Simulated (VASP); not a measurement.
# WSe2 (P6_3/mmc) in VASP: a series of runs, part 2 of 4

VASP 6.6.1.

### Step 3. Relaxation of cell and atoms, PBEsol

This run uses another cell than the first one, of 20.26 Å³/atom.

INCAR reads:

```
  ALGO = Normal
  EDIFF = 1E-6
  EDIFFG = -0.005
  ENCUT = 600
  GGA = PS
  IBRION = 2
  ISIF = 3
  ISMEAR = 0
  LASPH = T
  LCHARG = F
  LREAL = F
  LWAVE = F
  NELM = 100
  NSW = 100
  PREC = Accurate
  SIGMA = 0.02
```

KPOINTS reads:

```
k-points
0
Gamma
  12 12 2
```

POSCAR reads:

```
WSe2
1.0
    3.2900000000      0.0000000000      0.0000000000
   -1.6450000000      2.8492235785      0.0000000000
    0.0000000000      0.0000000000     12.9700000000
W Se
2 4
Direct
    0.3333333333      0.6666666667      0.2500000000
    0.6666666667      0.3333333333      0.7500000000
    0.3333333333      0.6666666667      0.6210000000
    0.6666666667      0.3333333333      0.1210000000
    0.3333333333      0.6666666667      0.8790000000
    0.6666666667      0.3333333333      0.3790000000
```

Potentials or basis: VASP PAW PBE potentials, release 64 (W_sv, Se).

Run with:

```
$ cat potpaw_PBE.64/W_sv/POTCAR potpaw_PBE.64/Se/POTCAR > POTCAR
$ mpirun -np 1 vasp_std > vasp.out
```

OUTCAR:

```text
EDIFF = 1E-6
   EDIFFG = -0.005
   ENCUT = 600
   GGA = PS
   IBRION = 2
   ISIF = 3
   ISMEAR = 0
   LASPH = T
   LREAL = F
   NELM = 100
   NSW = 100
   PREC = Accurate

 ion  position               nearest neighbor table
   1  0.333  0.667  0.250-   4 2.53   6 2.53   4 2.53   6 2.53   4 2.53   6 2.53
   2  0.667  0.333  0.750-   3 2.53   5 2.53   3 2.53   5 2.53   3 2.53   5 2.53
   3  0.333  0.667  0.621-   2 2.53   2 2.53   2 2.53
   4  0.667  0.333  0.121-   1 2.53   1 2.53   1 2.53
   5  0.333  0.667  0.879-   2 2.53   2 2.53   2 2.53
   6  0.667  0.333  0.379-   1 2.53   1 2.53   1 2.53

  LATTYP: Found a hexagonal cell.
 ALAT       =     3.2900000000
 C/A-ratio  =     3.9422492401

  Lattice vectors:

 A1 = (   3.2900000000,   0.0000000000,   0.0000000000)
 A2 = (  -1.6450000000,   2.8492235785,   0.0000000000)
 A3 = (   0.0000000000,   0.0000000000,  12.9700000000)

Analysis of symmetry for initial positions (statically):
=====================================================================
 Subroutine PRICEL returns:
 Original cell was already a primitive cell.

 Routine SETGRP: Setting up the symmetry group for a
 hexagonal supercell.

 Subroutine GETGRP returns: Found 24 space group operations
 (whereof 12 operations were pure point group operations)
 out of a pool of 24 trial point group operations.

The static configuration has the point symmetry D_3d.
 The point group associated with its full space group is D_6h.

Analysis of symmetry for dynamics (positions and initial velocities):
=====================================================================
 Subroutine PRICEL returns:
 Original cell was already a primitive cell.

 Routine SETGRP: Setting up the symmetry group for a
 hexagonal supercell.

 Subroutine GETGRP returns: Found 24 space group operations
 (whereof 12 operations were pure point group operations)
 out of a pool of 24 trial point group operations.

The dynamic configuration has the point symmetry D_3d.
 The point group associated with its full space group is D_6h.

 Subroutine INISYM returns: Found 24 space group operations
 (whereof 12 operations are pure point group operations),
 and found     1 'primitive' translations

----------------------------------------------------------------------------------------

                                     Primitive cell

  volume of cell :     121.5801

  direct lattice vectors                    reciprocal lattice vectors
     3.290000000  0.000000000  0.000000000     0.303951368  0.175486404  0.000000000
    -1.645000000  2.849223579  0.000000000     0.000000000  0.350972808  0.000000000
     0.000000000  0.000000000 12.970000000     0.000000000  0.000000000  0.077101002

  length of vectors
     3.290000000  3.290000000 12.970000000     0.350972808  0.350972808  0.077101002

  position of ions in fractional coordinates (direct lattice)
     0.333333333  0.666666667  0.250000000
     0.666666667  0.333333333  0.750000000
     0.333333333  0.666666667  0.621000000
     0.666666667  0.333333333  0.121000000
     0.333333333  0.666666667  0.879000000
     0.666666667  0.333333333  0.379000000

  ion indices of the primitive-cell ions
   primitive index   ion index
                 1           1
                 2           2
                 3           3
[... 69 lines left out ...]
   ISPIN  =      1    spin polarized calculation?
   LNONCOLLINEAR =      F non collinear calculations
   LSORBIT =      F    spin-orbit coupling
   LASPH  =      T    aspherical Exc in radial PAW
   ENCUT  =  600.0 eV  44.10 Ry    6.64 a.u.   6.57  6.57 25.90*2*pi/ulx,y,z
   NELM   =    100;   NELMIN=  2; NELMDL= -5     # of ELM steps
   EDIFF  = 0.1E-05   stopping-criterion for ELM
   LREAL  =      F    real-space projection
   EDIFFG = -.5E-02   stopping-criterion for IOM
   NSW    =    100    number of steps for IOM
   IBRION =      2    ionic relax: 0-MD 1-quasi-New 2-CG
   NFREE  =      1    steps in history (QN), initial steepest desc. (CG)
   ISIF   =      3    stress and relaxation
   ISYM   =      2    0-nonsym 1-usesym 2-fastsym
   POTIM  = 0.5000    time-step for ionic-motion
   TEBEG  =    0.0;   TEEND  =   0.0 temperature during run
   PSTRESS=    0.0 pullay stress
   NELECT =      52.0000    total number of electrons
   NUPDOWN=      -1.0000    fix difference up-down
   EMIN   =  10.00;   EMAX   =-10.00  energy-range for DOS
   EFERMI =   0.00;   METHOD = LEGACY
   ISMEAR =     0;   SIGMA  =   0.02  broadening in eV -4-tet -1-fermi 0-gaus
   EFERMI_NEDOS =   21; number of points for ismear=-14 and -15
   IALGO  =     38    algorithm
   IMIX   =      4    mixing-type and parameters
     AMIX     =   0.40;   BMIX     =  1.00
     AMIX_MAG =   1.60;   BMIX_MAG =  1.00
  volume/ion in A,a.u.               =      20.26       136.74
  Fermi-wavevector in a.u.,A,eV,Ry     =   1.233451  2.330884 20.699914  1.521401
  Thomas-Fermi vector in A             =   2.368180
   LORBIT       =      0    0 simple, 1 ext, 2 COOP (PROOUT), +10 PAW based schemes
   GGA     = PS    functional components
   LHFCALC =     F    Hartree Fock is set to
   AEXX    =    0.0000 exact exchange contribution
   IVDW    =     0    specifies the selected vdW correction
   LEPSILON=     F    determine dielectric tensor
   LRPA    =     F    only Hartree local field effects (RPA)
 conjugate gradient relaxation of ions
 non-spin polarized calculation
 Gauss-broadening in eV      SIGMA  =   0.02
  energy-cutoff  :      600.00
  volume of cell :      121.58
 maximum number of plane-waves:      4120
 NGX is ok and might be reduce to    28
   NGX = 13   NGY = 13   NGZ = 51

--------------------------------------- Ionic step        1  -------------------------------------------

 number of electron      51.9999998 magnetization

 Free energy of the ion-electron system (eV)
  ---------------------------------------------------
  ext. energy  EPLUGINS =         0.00000000
  ---------------------------------------------------
  free energy    TOTEN  =       -46.54319738 eV

  energy without entropy =      -46.54319738  energy(sigma->0) =      -46.54319738

------------------------ aborting loop because EDIFF is reached ----------------------------------------

  FORCE on cell =-STRESS in cart. coord.  units (eV):
  Direction    XX          YY          ZZ          XY          YZ          ZX
  --------------------------------------------------------------------------------------
  -------------------------------------------------------------------------------------
  Total       -0.9362995     -0.9362995     -0.0083355      0.0000000     -0.0000000     -0.0000000
  in kB      -12.3385172    -12.3385172     -0.1098444      0.0000000     -0.0000000     -0.0000000
  external PRESSURE =      -8.2622929 kB  Pullay stress =       0.0000000 kB
[... 101 lines left out ...]
  FREE ENERGIE OF THE ION-ELECTRON SYSTEM (eV)
  ---------------------------------------------------
  free  energy   TOTEN  =       -46.5468018365 eV

  energy  without entropy=      -46.5468018365  energy(sigma->0) =      -46.54680184

[... ionic steps 4 to 11 ...]

--------------------------------------- Ionic step       12  -------------------------------------------

 number of electron      52.0000001 magnetization

------------------------ aborting loop because EDIFF is reached ----------------------------------------
[... 75 lines left out ...]
--------------------------------------- Ionic step       14  -------------------------------------------

 number of electron      52.0000001 magnetization

 Free energy of the ion-electron system (eV)
  ---------------------------------------------------
  ext. energy  EPLUGINS =         0.00000000
  ---------------------------------------------------
  free energy    TOTEN  =       -46.55178182 eV

  energy without entropy =      -46.55178182  energy(sigma->0) =      -46.55178182

 E-fermi :   6.0356     XC(G=0): -10.8231

 val. band max:        5.9191322538   @ k =   0.0000   0.0000   0.0000
 cond. band min:       6.9571650771   @ k =   0.1667   0.1667   0.0000
 fundamental gap:      1.0380328232
 Fermi energy:         6.0356087637

 k-point     1 :       0.0000    0.0000    0.0000
  band No.  band energies     occupation
      1     -68.2546      2.00000
      2     -68.2546      2.00000
      3     -32.5162      2.00000
      4     -32.5162      2.00000
      5     -32.3684      2.00000
      6     -32.3684      2.00000
[... 805 lines left out ...]
     30       8.0524      0.00000
     31       9.1667      0.00000

 [... further k-points ...]

------------------------ aborting loop because EDIFF is reached ----------------------------------------

  FORCE on cell =-STRESS in cart. coord.  units (eV):
  Direction    XX          YY          ZZ          XY          YZ          ZX
  --------------------------------------------------------------------------------------
  -------------------------------------------------------------------------------------
  Total        0.0081703      0.0081703      0.0010770      0.0000000      0.0000000      0.0000000
  in kB        0.1065765      0.1065765      0.0140486      0.0000000      0.0000000      0.0000000
  external PRESSURE =       0.0757339 kB  Pullay stress =       0.0000000 kB
[... 21 lines left out ...]
  FREE ENERGIE OF THE ION-ELECTRON SYSTEM (eV)
  ---------------------------------------------------
  free  energy   TOTEN  =       -46.5517818154 eV

  energy  without entropy=      -46.5517818154  energy(sigma->0) =      -46.55178182

 reached required accuracy - stopping structural energy minimisation
```

OSZICAR:

```text
N       E                     dE             d eps       ncg     rms          rms(c)
DAV:   1     0.542343293631E+03    0.54234E+03   -0.30260E+04  2604   0.182E+03
DAV:   2    -0.115197417895E+02   -0.55386E+03   -0.54189E+03  2776   0.456E+02
DAV:   3    -0.476066669197E+02   -0.36087E+02   -0.35535E+02  2951   0.101E+02
[... 126 lines left out ...]
DAV:   2    -0.465521438968E+02    0.12640E-02   -0.66294E-03  2891   0.435E-01    0.117E-01
DAV:   3    -0.465518764126E+02    0.26748E-03   -0.72409E-04  2852   0.151E-01    0.540E-02
DAV:   4    -0.465517829525E+02    0.93460E-04   -0.32388E-04  2796   0.893E-02    0.285E-02
DAV:   5    -0.465517822974E+02    0.65513E-06   -0.26917E-05  2793   0.292E-02    0.648E-03
DAV:   6    -0.465517818154E+02    0.48198E-06   -0.17152E-06  1877   0.726E-03
  14 F= -.46551782E+02 E0= -.46551782E+02  d E =-.271882E-04
```

Run time: 28 min. Hardware: 1 thread of Intel Xeon Platinum 8259CL at 2.50GHz (Skylake/Cascade Lake), shared host; peak memory 0.38 GiB.

Results:

```yaml
Free_energy: -46.5518 eV
Relaxed_volume: 20.47 Å³/atom
Relaxed_cell: a = 3.274 Å, b = 3.274 Å, c = 13.233 Å, α = 90.00°, β = 90.00°, γ = 120.00°
Space_group_after_relaxing_to_0.1_Å: P6_3/mmc (No. 194)
Energy_gained_by_relaxing: 1.4 meV/atom
Ionic_steps: 14
Pressure_after_relaxing: 0.0 GPa
Band_gap_on_the_k_mesh: 1.04 eV (least direct gap 1.59 eV)
```

Step by step:
```
step  energy change (eV)  largest force (eV/Å)  pressure (GPa)  volume (Å³)
   1              0.0000                0.0718           -0.83       121.58
   2              0.0009                0.1605            1.58       119.75
   3             -0.0036                0.0369            0.29       120.71
   4             -0.0051                0.0737            0.03       120.78
   5             -0.0052                0.0510            0.08       120.76
   6             -0.0057                0.0479            0.06       120.92
   7             -0.0069                0.0383            0.00       121.38
   8             -0.0083                0.0195           -0.10       122.31
   9             -0.0075                0.0183           -0.23       124.17
  10             -0.0085                0.0048           -0.12       122.90
  11             -0.0065                0.1002            0.86       122.39
  12             -0.0086                0.0121            0.03       122.82
  13             -0.0083                0.0332           -0.08       122.84
  14             -0.0086                0.0007            0.01       122.83
```

Final structure:
```cif
data_structure
_symmetry_space_group_name_H-M 'P 1'
_symmetry_Int_Tables_number 1
_cell_length_a 3.2738
_cell_length_b 3.2738
_cell_length_c 13.2327
_cell_angle_alpha 90.000
_cell_angle_beta 90.000
_cell_angle_gamma 120.000
_cell_volume 122.83
loop_
_atom_site_label
_atom_site_type_symbol
_atom_site_fract_x
_atom_site_fract_y
_atom_site_fract_z
_atom_site_occupancy
W1 W 0.33333 0.66667 0.25000 1
W2 W 0.66667 0.33333 0.75000 1
Se1 Se 0.33333 0.66667 0.62331 1
Se2 Se 0.66667 0.33333 0.12331 1
Se3 Se 0.33333 0.66667 0.87669 1
Se4 Se 0.66667 0.33333 0.37669 1
```

Caveat: the PAW data sets were made with another functional, which shifts forces and pressure a little; spin-orbit coupling is left out, which moves the levels of the heavy elements; this functional lacks dispersion, which binds the layers, so the pressure and a relaxed spacing across them are unreliable. A k mesh can miss the band edges.

### Step 4. Relaxation of shape and atoms at fixed volume, PBEsol (21.03 Å³/atom)

This run uses another cell than the first one, of 21.03 Å³/atom.

INCAR reads:

```
  PREC = Accurate
  ENCUT = 600
  EDIFF = 1E-7
  ISMEAR = 0
  SIGMA = 0.02
  LREAL = False
  LASPH = True
  NELM = 100
  ALGO = Normal
  ISIF = 4
  LWAVE = False
  LCHARG = False
  GGA = PS
  IBRION = 2
  NSW = 50
  EDIFFG = -0.01
```

KPOINTS reads:

```
regular mesh
0
Gamma
  12 12 2
```

POSCAR reads:

```
WSe2
1.0
    3.3035401420      0.0000000000      0.0000000000
   -1.6517700710      2.8609496854      0.0000000000
    0.0000000000      0.0000000000     13.3515742962
W Se
2 4
Direct
    0.3333333333      0.6666666667      0.2500000000
    0.6666666667      0.3333333333      0.7500000000
    0.3333333333      0.6666666667      0.6233861727
    0.6666666667      0.3333333333      0.1233861727
    0.3333333333      0.6666666667      0.8766138273
    0.6666666667      0.3333333333      0.3766138273
```

Potentials or basis: VASP PAW PBE potentials, release 64 (W_sv, Se).

Run with:

```
$ cat potpaw_PBE.64/W_sv/POTCAR potpaw_PBE.64/Se/POTCAR > POTCAR
$ mpirun -np 1 vasp_std > vasp.out
```

OUTCAR:

```text
PREC = Accurate
   ENCUT = 600
   EDIFF = 1E-7
   ISMEAR = 0
   LREAL = False
   LASPH = True
   NELM = 100
   ISIF = 4
   GGA = PS
   IBRION = 2
   NSW = 50
   EDIFFG = -0.01

 ion  position               nearest neighbor table
   1  0.333  0.667  0.250-   4 2.55   6 2.55   4 2.55   6 2.55   4 2.55   6 2.55
   2  0.667  0.333  0.750-   3 2.55   5 2.55   3 2.55   5 2.55   3 2.55   5 2.55
   3  0.333  0.667  0.623-   2 2.55   2 2.55   2 2.55
   4  0.667  0.333  0.123-   1 2.55   1 2.55   1 2.55
   5  0.333  0.667  0.877-   2 2.55   2 2.55   2 2.55
   6  0.667  0.333  0.377-   1 2.55   1 2.55   1 2.55

  LATTYP: Found a hexagonal cell.
 ALAT       =     3.3035401420
 C/A-ratio  =     4.0415959008

  Lattice vectors:

 A1 = (   3.3035401420,   0.0000000000,   0.0000000000)
 A2 = (  -1.6517700710,   2.8609496854,   0.0000000000)
 A3 = (   0.0000000000,   0.0000000000,  13.3515742962)

Analysis of symmetry for initial positions (statically):
=====================================================================
 Subroutine PRICEL returns:
 Original cell was already a primitive cell.

[... 186 lines left out ...]
  Direction    XX          YY          ZZ          XY          YZ          ZX
  --------------------------------------------------------------------------------------
  -------------------------------------------------------------------------------------
  Total       -2.6430535     -2.6430535     -3.0153379     -0.0000000      0.0000000      0.0000000
  in kB      -33.5578595    -33.5578595    -38.2846152     -0.0000000      0.0000000      0.0000000
  external PRESSURE =     -35.1334447 kB  Pullay stress =       0.0000000 kB
[... 187 lines left out ...]
--------------------------------------- Ionic step        6  -------------------------------------------

 number of electron      51.9999998 magnetization

 Free energy of the ion-electron system (eV)
  ---------------------------------------------------
  ext. energy  EPLUGINS =         0.00000000
  ---------------------------------------------------
  free energy    TOTEN  =       -46.54681684 eV

  energy without entropy =      -46.54681684  energy(sigma->0) =      -46.54681684

 E-fermi :   5.7308     XC(G=0): -10.6378

 val. band max:        5.5587275256   @ k =   0.0000   0.0000   0.0000
 cond. band min:       6.7087547041   @ k =   0.1667   0.1667   0.0000
 fundamental gap:      1.1500271785
 Fermi energy:         5.7308497798

 k-point     1 :       0.0000    0.0000    0.0000
  band No.  band energies     occupation
      1     -68.5528      2.00000
      2     -68.5527      2.00000
      3     -32.8104      2.00000
      4     -32.8104      2.00000
      5     -32.6677      2.00000
      6     -32.6677      2.00000
[... 805 lines left out ...]
     30       7.7549      0.00000
     31       8.8276      0.00000

 [... further k-points ...]

------------------------ aborting loop because EDIFF is reached ----------------------------------------

  FORCE on cell =-STRESS in cart. coord.  units (eV):
  Direction    XX          YY          ZZ          XY          YZ          ZX
  --------------------------------------------------------------------------------------
  -------------------------------------------------------------------------------------
  Total       -0.3404362     -0.3404362     -0.2932427      0.0000000      0.0000000      0.0000000
  in kB       -4.3223907     -4.3223907     -3.7231922      0.0000000      0.0000000      0.0000000
  external PRESSURE =      -4.1226579 kB  Pullay stress =       0.0000000 kB
[... 21 lines left out ...]
  FREE ENERGIE OF THE ION-ELECTRON SYSTEM (eV)
  ---------------------------------------------------
  free  energy   TOTEN  =       -46.5468168362 eV

  energy  without entropy=      -46.5468168362  energy(sigma->0) =      -46.54681684

 reached required accuracy - stopping structural energy minimisation
```

CONTCAR:

```text
WSe2
   1.00000000000000
     3.2790794852684222    0.0000000000000000   -0.0000000000000000
    -1.6395397426342111    2.8397661352762369    0.0000000000000000
     0.0000000000000000    0.0000000000000000   13.5515123506930841
  W               Se
     2     4
Direct
     0.3333333332999970    0.6666666667000030    0.2500000000000000
     0.6666666667000030    0.3333333332999970    0.7500000000000000
     0.3333333332999970    0.6666666667000030    0.6264134650254848
     0.6666666667000030    0.3333333332999970    0.1264134650254849
     0.3333333332999970    0.6666666667000030    0.8735865349745152
     0.6666666667000030    0.3333333332999970    0.3735865349745151

  0.00000000E+00  0.00000000E+00  0.00000000E+00
  0.00000000E+00  0.00000000E+00  0.00000000E+00
  0.00000000E+00  0.00000000E+00  0.00000000E+00
  0.00000000E+00  0.00000000E+00  0.00000000E+00
  0.00000000E+00  0.00000000E+00  0.00000000E+00
  0.00000000E+00  0.00000000E+00  0.00000000E+00
```

It took 13 min on 1 thread of Intel Xeon Platinum 8259CL at 2.50GHz (Skylake/Cascade Lake), shared host; peak memory 0.38 GiB.

Results:

| Property | Result |
| --- | --- |
| Free energy | -46.5468 eV |
| Energy gained by relaxing | 5.2 meV/atom |
| Ionic steps | 6 |
| Pressure after relaxing | -0.4 GPa |
| Largest force after relaxing | 0.010 eV/Å |
| Band gap on the k mesh | 1.15 eV (least direct gap 1.59 eV) |

Forces in eV/Å, atoms in the order of the input:
```
W    0.000  0.000  0.000
W    0.000  0.000  0.000
Se   0.000  0.000 -0.010
Se   0.000  0.000 -0.010
Se   0.000  0.000  0.010
Se   0.000  0.000  0.010
```

Step by step:
```csv
step,energy change (eV),largest force (eV/Å),pressure (GPa),volume (Å³)
1,0.0000,0.4220,-3.51,126.19
2,-0.0180,0.0406,-1.79,126.19
3,-0.0180,0.0352,-1.76,126.19
4,-0.0269,0.0165,-1.21,126.19
5,-0.0315,0.0113,-0.37,126.19
6,-0.0315,0.0099,-0.41,126.19
```

Final structure:
```yaml
crystal:
  lattice:
    - [3.27908, 0.00000, 0.00000]
    - [-1.63954, 2.83977, 0.00000]
    - [0.00000, 0.00000, 13.55151]
  atoms:
    - { symbol: W, position: [0.33333, 0.66667, 0.25000] }
    - { symbol: W, position: [0.66667, 0.33333, 0.75000] }
    - { symbol: Se, position: [0.33333, 0.66667, 0.62641] }
    - { symbol: Se, position: [0.66667, 0.33333, 0.12641] }
    - { symbol: Se, position: [0.33333, 0.66667, 0.87359] }
    - { symbol: Se, position: [0.66667, 0.33333, 0.37359] }
```

Caveat: the PAW data sets were made with another functional, which shifts forces and pressure a little; spin-orbit coupling is left out, which moves the levels of the heavy elements; this functional lacks dispersion, which binds the layers, so the pressure and a relaxed spacing across them are unreliable.

(Continued in part 3 of 4.)
